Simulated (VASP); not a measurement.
Write the native input for VASP 6.6.1 that does the following.

```
Task                   : relaxation of cell and atoms
Functional             : PBEsol
Potentials or basis    : VASP PAW PBE potentials, release 64 (Nb_sv)
Cutoff                 : 600 eV
k mesh                 : 18 × 18 × 18
Occupations            : gaussian, width 0.1 eV
Spin                   : no spin polarisation
Dipole correction      : no
Further INCAR settings : ALGO = Normal; EDIFF = 1e-06; IBRION = 2; EDIFFG = -0.005; NSW = 100; ISIF = 3
```

The structure of Nb lies in POSCAR:

```
Nb
1.0
   -1.6377937004      1.6377937004      1.6377937004
    1.6377937004     -1.6377937004      1.6377937004
    1.6377937004      1.6377937004     -1.6377937004
Nb
1
Direct
    0.0000000000      0.0000000000      0.0000000000
```

One way to write it, as run:

INCAR

```
PREC = Accurate ; ENCUT = 600
EDIFF = 1E-6 ; ISMEAR = 0
SIGMA = 0.1 ; LREAL = False
LASPH = True ; NELM = 60
ALGO = Normal ; ISIF = 3
LWAVE = False ; LCHARG = False
GGA = PS ; IBRION = 2
NSW = 100 ; EDIFFG = -0.005
```

KPOINTS

```
Automatic mesh
0
Gamma
  18 18 18
```

Potentials or basis: VASP PAW PBE potentials, release 64 (Nb_sv).

The run is started by

```console
$ cat potpaw_PBE.64/Nb_sv/POTCAR > POTCAR
$ mpirun -np 1 vasp_std > vasp.out
```

It gave:

```json
{
 "Relaxed volume": "17.50 Å³/atom",
 "Relaxed cell": "a = 2.833 Å, b = 2.833 Å, c = 2.833 Å, α = 109.47°, β = 109.47°, γ = 109.47°",
 "Space group after relaxing (to 0.05 Å)": "Im-3m (No. 229)",
 "Energy gained by relaxing": "0.2 meV/atom",
 "Ionic steps": "3",
 "Pressure after relaxing": "0.0 GPa"
}
```

Caveat: the PAW data sets were made with another functional, which shifts forces and pressure a little.

It took 26 s on 1 thread of Intel(R) Xeon(R) 6975P-C (Granite Rapids) (shared host), peak memory 0.17 GiB.
